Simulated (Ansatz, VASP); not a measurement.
**Ge: VASP beside Ansatz**

```xyz
2
Lattice="-0.0227 2.8435 2.8662 2.8435 -0.0227 2.8662 2.8208 2.8208 0.0000" Properties=species:S:1:pos:R:3 pbc="T T T"
Ge    0.0000    0.0000   -0.0062
Ge    1.4104    1.4104    1.4393
```

Change from the starting cell: strained cell.

Alike in both runs: functional PBEsol; k mesh 10 × 10 × 10; occupations gaussian, width 0.1 eV; no spin polarisation.

Ansatz relaxed the structure, and its values are those at the end. VASP's run is a single point on that final structure, the one shown.

|  | VASP | Ansatz |
| --- | --- | --- |
| version | VASP 6.6.1 | Ansatz 0.2.0 |
| potentials or method | VASP PAW PBE potentials, release 64 (Ge_d), cutoff 500 eV | scalar-relativistic, plane waves, PAW |
| valence electrons in the cell | 28 | 28 |

|  | VASP | Ansatz | Ansatz less VASP |
| --- | --- | --- | --- |
| gap on the k mesh at the Fermi level (eV) | 0.01 | 0.01 | -0.005 |
| least direct gap on the mesh (eV) | 0.13 | 0.13 | 0.000 |
| pressure (GPa) | -1.3 | -0.9 | +0.45 |

VASP's potentials were made for PBE, not for PBEsol. With one functional, cell and mesh, what is left measures potentials, basis and numerics. Ansatz's warnings: stress scf threshold loose.
